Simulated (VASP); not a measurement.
Wanted: the native input for a VASP 6.6.1 run.

```yaml
Task: single point
Functional: PBE
Potentials_or_basis: VASP PAW PBE potentials, release 64 (S)
Cutoff: 520 eV
k_mesh: 18 × 18 × 18
Occupations: gaussian, width 0.1 eV
Spin: no spin polarisation
Dipole_correction: no
Further_INCAR_settings: ALGO = Normal; EDIFF = 1e-06; NBANDS = 9
```

The structure of S lies in POSCAR:

```
S
1.0
    0.0000000000      2.0014103442      2.0014103442
    2.0014103442      0.0000000000      2.0014103442
    2.0014103442      2.0014103442      0.0000000000
S
1
Direct
    0.0000000000      0.0000000000      0.0000000000
```

This cell differs from its parent crystal: strained.

The input as run:

INCAR

```
PREC = Accurate ; ENCUT = 520
EDIFF = 1E-6 ; ISMEAR = 0
SIGMA = 0.1 ; LREAL = False
LASPH = True ; NELM = 100
ALGO = Normal ; ISIF = 2
LWAVE = False ; LCHARG = False
GGA = PE ; NBANDS = 9
```

KPOINTS

```
Automatic mesh
0
Gamma
  18 18 18
```

Potentials or basis: VASP PAW PBE potentials, release 64 (S).

The run is started by

```sh
$ cat potpaw_PBE.64/S/POTCAR > POTCAR
$ mpirun -np 1 vasp_std > vasp.out
```

Results of the run:

| Property | Result |
| --- | --- |
| Pressure | -1.0 GPa |
| Band gap on the k mesh | zero (band 3 reaches 10.39 eV, above the bottom of band 4 at 4.84 eV) |

Caveat: the cell differs from its parent crystal (strained).

Run time: 12 s on 1 thread of Intel(R) Xeon(R) Platinum 8259CL CPU @ 2.50GHz (Skylake/Cascade Lake) (shared host), peak memory 0.14 GiB.
